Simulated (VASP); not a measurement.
# CaS (Fm-3m) in VASP: a series of runs, part 2 of 2

VASP 6.6.1. Earlier steps stand in the parts before.

**4. Single point, PBEsol (strain -0.025 along x and y, -0.025 along z)**

The input, INCAR:

```
ALGO = Normal ; EDIFF = 1E-6
ENCUT = 500 ; GGA = PS
GGA_COMPAT = False ; ISIF = 2
ISMEAR = 0 ; LASPH = True
LCHARG = True ; LELF = True
LREAL = False ; LVHAR = True
LWAVE = False ; NBANDS = 15
NELM = 120 ; PREC = Accurate
SIGMA = 0.05
```

The input, KPOINTS:

```
k-points
0
Gamma
  8 8 8
```

The input, POSCAR:

```
CaS
1.0
    0.0000000000      2.7719250000      2.7719250000
    2.7719250000      0.0000000000      2.7719250000
    2.7719250000      2.7719250000      0.0000000000
Ca S
1 1
Direct
    0.0000000000      0.0000000000      0.0000000000
    0.5000000000      0.5000000000      0.5000000000
```

Potentials or basis: VASP PAW PBE potentials, release 64 (Ca_sv, S).

On the command line:

```bash
$ cat potpaw_PBE.64/Ca_sv/POTCAR potpaw_PBE.64/S/POTCAR > POTCAR
$ mpirun -np 1 vasp_std > vasp.out
```

OUTCAR:

```text
EDIFF = 1E-6
   ENCUT = 500
   GGA = PS
   ISIF = 2
   ISMEAR = 0
   LASPH = True
   LREAL = False
   NELM = 120
   PREC = Accurate

 ion  position               nearest neighbor table
   1  0.000  0.000  0.000-   2 2.77   2 2.77   2 2.77   2 2.77   2 2.77   2 2.77
   2  0.500  0.500  0.500-   1 2.77   1 2.77   1 2.77   1 2.77   1 2.77   1 2.77

  LATTYP: Found a face centered cubic cell.
 ALAT       =     5.5438500000

  Lattice vectors:

 A1 = (   0.0000000000,   2.7719250000,   2.7719250000)
 A2 = (   2.7719250000,   0.0000000000,   2.7719250000)
 A3 = (   2.7719250000,   2.7719250000,   0.0000000000)

Analysis of symmetry for initial positions (statically):
=====================================================================
 Subroutine PRICEL returns:
 Original cell was already a primitive cell.

 Routine SETGRP: Setting up the symmetry group for a
 face centered cubic supercell.

 Subroutine GETGRP returns: Found 48 space group operations
 (whereof 48 operations were pure point group operations)
 out of a pool of 48 trial point group operations.

The static configuration has the point symmetry O_h .

Analysis of symmetry for dynamics (positions and initial velocities):
=====================================================================
 Subroutine PRICEL returns:
 Original cell was already a primitive cell.

 Routine SETGRP: Setting up the symmetry group for a
 face centered cubic supercell.

 Subroutine GETGRP returns: Found 48 space group operations
 (whereof 48 operations were pure point group operations)
 out of a pool of 48 trial point group operations.

The dynamic configuration has the point symmetry O_h .

 Subroutine INISYM returns: Found 48 space group operations
 (whereof 48 operations are pure point group operations),
 and found     1 'primitive' translations

----------------------------------------------------------------------------------------

                                     Primitive cell

  volume of cell :      42.5965

  direct lattice vectors                    reciprocal lattice vectors
     0.000000000  2.771925000  2.771925000    -0.180380061  0.180380061  0.180380061
     2.771925000  0.000000000  2.771925000     0.180380061 -0.180380061  0.180380061
     2.771925000  2.771925000  0.000000000     0.180380061  0.180380061 -0.180380061

  length of vectors
     3.920093929  3.920093929  3.920093929     0.312427430  0.312427430  0.312427430

  position of ions in fractional coordinates (direct lattice)
     0.000000000  0.000000000  0.000000000
     0.500000000  0.500000000  0.500000000

  ion indices of the primitive-cell ions
   primitive index   ion index
                 1           1
                 2           2

----------------------------------------------------------------------------------------

 KPOINTS: k-points

Automatic generation of k-mesh.
 Grid dimensions read from file:
 generate k-points for:    8    8    8

 Generating k-lattice:

  Cartesian coordinates                     Fractional coordinates (reciprocal lattice)
    -0.022547508  0.022547508  0.022547508     0.125000000  0.000000000  0.000000000
     0.022547508 -0.022547508  0.022547508     0.000000000  0.125000000  0.000000000
     0.022547508  0.022547508 -0.022547508     0.000000000  0.000000000  0.125000000

  Length of vectors
     0.039053429  0.039053429  0.039053429
[... 38 lines left out ...]
   total plane-waves  NPLWV =  27000
   dimension x,y,z NGX =    30 NGY =   30 NGZ =   30
   dimension x,y,z NGXF=    60 NGYF=   60 NGZF=   60
   ions per type =               1   1
   NGX,Y,Z   is equivalent  to a cutoff of  12.72, 12.72, 12.72 a.u.
   NGXF,Y,Z  is equivalent  to a cutoff of  25.45, 25.45, 25.45 a.u.
 SYSTEM =  unknown system
   PREC   = accura    normal or accurate (medium, high low for compatibility)
   ISTART =      0    job   : 0-new  1-cont  2-samecut
   ICHARG =      2    charge: 1-file 2-atom 10-const
   ISPIN  =      1    spin polarized calculation?
   LNONCOLLINEAR =      F non collinear calculations
   LSORBIT =      F    spin-orbit coupling
   LASPH  =      T    aspherical Exc in radial PAW
   ENCUT  =  500.0 eV  36.75 Ry    6.06 a.u.   7.15  7.15  7.15*2*pi/ulx,y,z
   NELM   =    120;   NELMIN=  2; NELMDL= -5     # of ELM steps
   EDIFF  = 0.1E-05   stopping-criterion for ELM
   LREAL  =      F    real-space projection
   EDIFFG = 0.1E-04   stopping-criterion for IOM
   NSW    =      0    number of steps for IOM
   IBRION =     -1    ionic relax: 0-MD 1-quasi-New 2-CG
   NFREE  =      0    steps in history (QN), initial steepest desc. (CG)
   ISIF   =      2    stress and relaxation
   ISYM   =      2    0-nonsym 1-usesym 2-fastsym
   POTIM  = 0.5000    time-step for ionic-motion
   TEBEG  =    0.0;   TEEND  =   0.0 temperature during run
   PSTRESS=    0.0 pullay stress
   NELECT =      16.0000    total number of electrons
   NUPDOWN=      -1.0000    fix difference up-down
   EMIN   =  10.00;   EMAX   =-10.00  energy-range for DOS
   EFERMI =   0.00;   METHOD = LEGACY
   ISMEAR =     0;   SIGMA  =   0.05  broadening in eV -4-tet -1-fermi 0-gaus
   EFERMI_NEDOS =   21; number of points for ismear=-14 and -15
   IALGO  =     38    algorithm
   IMIX   =      4    mixing-type and parameters
     AMIX     =   0.40;   BMIX     =  1.00
     AMIX_MAG =   1.60;   BMIX_MAG =  1.00
  volume/ion in A,a.u.               =      21.30       143.73
  Fermi-wavevector in a.u.,A,eV,Ry     =   1.181200  2.232144 18.983296  1.395233
  Thomas-Fermi vector in A             =   2.317478
   LORBIT       =      0    0 simple, 1 ext, 2 COOP (PROOUT), +10 PAW based schemes
   GGA     = PS    functional components
   LHFCALC =     F    Hartree Fock is set to
   AEXX    =    0.0000 exact exchange contribution
   IVDW    =     0    specifies the selected vdW correction
   LEPSILON=     F    determine dielectric tensor
   LRPA    =     F    only Hartree local field effects (RPA)
 non-spin polarized calculation
 Gauss-broadening in eV      SIGMA  =   0.05
  energy-cutoff  :      500.00
  volume of cell :       42.60
 maximum number of plane-waves:      1106
 NGX is ok and might be reduce to    30
   NGX = 15   NGY = 15   NGZ = 15

 number of electron      15.9999998 magnetization

 Free energy of the ion-electron system (eV)
  ---------------------------------------------------
  ext. energy  EPLUGINS =         0.00000000
  ---------------------------------------------------
  free energy    TOTEN  =       -10.89181210 eV

  energy without entropy =      -10.89181210  energy(sigma->0) =      -10.89181210

 E-fermi :   3.5334     XC(G=0):  -9.8620

 val. band max:        3.2507054499   @ k =   0.0000   0.0000   0.0000
 cond. band min:       5.2700966762   @ k =   0.5000   0.5000   0.0000
 fundamental gap:      2.0193912262
 Fermi energy:         3.5333642901

 k-point     1 :       0.0000    0.0000    0.0000
  band No.  band energies     occupation
      1     -35.4805      2.00000
      2     -16.5533      2.00000
      3     -16.5533      2.00000
      4     -16.5533      2.00000
      5      -8.3628      2.00000
      6       3.2507      2.00000
      7       3.2507      2.00000
      8       3.2507      2.00000
      9       7.2966      0.00000
     10       7.2966      0.00000
     11       7.2966      0.00000
     12       7.7399      0.00000
     13       8.0003      0.00000
     14       8.0003      0.00000
[... 401 lines left out ...]
      2     -16.7571      2.00000
      3     -16.6254      2.00000
      4     -16.5909      2.00000
      5      -7.4031      2.00000
      6       0.3147      2.00000
      7       1.5546      2.00000
      8       1.9062      2.00000
      9       8.2426      0.00000
     10       8.6056      0.00000
     11       9.9344      0.00000
     12      10.3282      0.00000
     13      10.6029      0.00000
     14      11.5595      0.00000
     15      13.1041      0.00000

 [... further k-points ...]

------------------------ aborting loop because EDIFF is reached ----------------------------------------

  FORCE on cell =-STRESS in cart. coord.  units (eV):
  Direction    XX          YY          ZZ          XY          YZ          ZX
  --------------------------------------------------------------------------------------
  -------------------------------------------------------------------------------------
  Total        0.9290210      0.9290210      0.9290210      0.0000000      0.0000000     -0.0000000
  in kB       34.9431195     34.9431195     34.9431195      0.0000000      0.0000000     -0.0000000
  external PRESSURE =      34.9431195 kB  Pullay stress =       0.0000000 kB

 VOLUME and BASIS-vectors are now :
 -----------------------------------------------------------------------------
  energy-cutoff  :      500.00
  volume of cell :       42.60
      direct lattice vectors                 reciprocal lattice vectors
     0.000000000  2.771925000  2.771925000    -0.180380061  0.180380061  0.180380061
     2.771925000  0.000000000  2.771925000     0.180380061 -0.180380061  0.180380061
     2.771925000  2.771925000  0.000000000     0.180380061  0.180380061 -0.180380061

 POSITION                                       TOTAL-FORCE (eV/Angst)
 -----------------------------------------------------------------------------------
      0.00000      0.00000      0.00000         0.000000      0.000000      0.000000
      2.77192      2.77192      2.77192         0.000000      0.000000     -0.000000
 -----------------------------------------------------------------------------------
    total drift:                               -0.000000      0.000000      0.000000

  FREE ENERGIE OF THE ION-ELECTRON SYSTEM (eV)
  ---------------------------------------------------
  free  energy   TOTEN  =       -10.8918121027 eV

  energy  without entropy=      -10.8918121027  energy(sigma->0) =      -10.89181210
```

stdout:

```text
POSCAR found type information on POSCAR CaS
 POSCAR found :  2 types and       2 ions
 scaLAPACK will be used
 -----------------------------------------------------------------------------
|                                                                             |
|                                                                             |
|     You enforced a specific xc type in the INCAR file but a different       |
|     I HOPE YOU KNOW WHAT YOU ARE DOING!                                     |
|                                                                             |
 -----------------------------------------------------------------------------

 LDA part: xc-table for (Slater+PW92), standard interpolation
 POSCAR, INCAR and KPOINTS ok, starting setup
 FFT: planning ... GRIDC
 FFT: planning ... GRID_SOFT
 FFT: planning ... GRID
 WAVECAR not read
 entering main loop
```

Wall time 14 s (1 thread of Intel Xeon Platinum 8488C (Sapphire Rapids), shared host); peak memory 0.17 GiB.

Results:

| Item | Value |
| --- | --- |
| Free energy | -10.8918 eV |
| Pressure | 3.5 GPa |
| Band gap on the k mesh | 2.02 eV, indirect (least direct gap 2.90 eV) |

Caveat: the cell differs from its parent crystal (strain -0.025 along x and y, -0.025 along z); the PAW data sets were made with another functional, which shifts forces and pressure a little. A k mesh can miss the band edges.

**5. Overview**

```tsv
cell	smearing	gap on the mesh (eV)	pressure (GPa)
a = 3.820 Å, angles 60.0°, 2 atoms	gaussian 0.05 eV	1.77	10.4
a = 3.820 Å, angles 60.0°, 2 atoms	tetrahedron	1.77	10.4
a = 3.920 Å, angles 60.0°, 2 atoms	gaussian 0.05 eV	2.02	3.5
```

Alike in all rows: task single point; level PBEsol; potentials or basis VASP PAW PBE potentials, release 64 (Ca_sv, S); no spin polarisation; k mesh 8 × 8 × 8; cutoff (eV) 500.

Caveats: the PAW data sets were made with another functional, which shifts forces and pressure a little.

Absolute energies hang on the potentials; compare differences alone.
